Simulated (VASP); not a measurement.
# Ge: single point with PBE

Ge:

```
Ge
1.0
    -2.03674    2.03674    2.88055
     2.03674   -2.03674    2.88055
     2.03674    2.03674   -2.88055
Ge
2
Direct
  0.25000 0.75000 0.50000
  0.50000 0.50000 0.00000
```

```
Program             : VASP 6.6.1
Task                : single point
Functional          : PBE
Potentials or basis : VASP PAW PBE potentials, release 64 (Ge_d)
Cutoff              : 520 eV
k mesh              : 20 × 20 × 20
Occupations         : gaussian, width 0.1 eV
Spin                : no spin polarisation
```

```json
{"Pressure": "-0.1 GPa", "Band gap on the k mesh": "zero (filled and empty bands touch)"}
```

Levels at points of the mesh, in eV from the Fermi level:
```
           k point  band 10  band 11  band 12  band 13  band 14  band 15  band 16  band 17  band 18  band 19
(0.00, 0.00, 0.00)   -24.53   -12.38    -0.46    -0.01    -0.01    -0.01     2.52     2.52     2.52     6.28
(0.50, 0.00, 0.00)   -24.51   -10.42    -7.37    -1.34    -1.34     0.01     3.70     3.71     7.09    10.21
(0.50, 0.50, 0.00)   -24.50    -8.70    -8.70    -2.90    -2.90     0.81     0.81     9.06     9.06    11.07
(0.50, 0.50, 0.50)   -24.50    -8.70    -8.70    -2.90    -2.90     0.81     0.81     9.06     9.06    11.07
```

Run time: 3.5 min on 1 thread of Intel(R) Xeon(R) 6975P-C (Granite Rapids) (shared host), peak memory 0.56 GiB.
